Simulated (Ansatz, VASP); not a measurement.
## Au in VASP and in Ansatz

```xyz
1
Lattice="0.0000 2.1348 2.1348 2.1348 0.0000 2.1348 2.1348 2.1348 0.0000" Properties=species:S:1:pos:R:3 pbc="T T T"
Au    0.0000    0.0000    0.0000
```

Alike in both runs: functional BLYP; k mesh 13 × 13 × 13; occupations fermi-dirac, width 0.1 eV; no spin polarisation.

Ansatz relaxed the structure, and its values are those at the end. VASP's run is a single point on that final structure, the one shown.

|  | VASP | Ansatz |
| --- | --- | --- |
| version | VASP 6.6.1 | Ansatz 0.2.0 |
| potentials or method | VASP PAW PBE potentials, release 64 (Au), cutoff 520 eV | plane waves (420 eV) with PAW, scalar-relativistic |
| valence electrons in the cell | 11 | 19 |

Ansatz gave:

```
pressure (GPa) : 0.0
```

Question: What did VASP give for the same quantities?

Answer: Pressure (GPa): 0.4.

VASP's potentials were made for PBE, not for BLYP. VASP's potentials hold 11 valence electrons a cell and Ansatz's 19, so a difference there can come from the potentials and not from the codes.

Spin-orbit coupling is off throughout.
